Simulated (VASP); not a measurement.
Input of a VASP 6.6.1 run:

The input INCAR:

```
SYSTEM = Rb
  PREC = Accurate
  ENCUT = 520
  EDIFF = 1E-7
  ISMEAR = -1
  SIGMA = 0.1
  LREAL = .FALSE.
  LASPH = .TRUE.
  NELM = 60
  ALGO = Normal
  ISIF = 2
  LWAVE = .FALSE.
  LCHARG = .FALSE.
  GGA = B5
  ALDAX = 1.0
  AGGAX = 1.0
  AGGAC = 1.0
  ALDAC = 0.0
  NBANDS = 10
```

Contents of KPOINTS:

```
Automatic mesh
0
G
  9 9 9
  0 0 0
```

POSCAR

```
Rb
1.0
    0.0000000000      3.7269928284      3.7269928284
    3.7269928284      0.0000000000      3.7269928284
    3.7269928284      3.7269928284      0.0000000000
Rb
1
Direct
    0.0000000000      0.0000000000      0.0000000000
```

Potentials or basis: VASP PAW PBE potentials, release 64 (Rb_sv).

The run is started by

```bash
$ cat potpaw_PBE.64/Rb_sv/POTCAR > POTCAR
$ mpirun -np 1 vasp_std > vasp.out
```

(1) What does it give for the pressure?

Answers

(1) -0.1 GPa.

Caveat: the PAW data sets were made with another functional, which shifts forces and pressure a little.
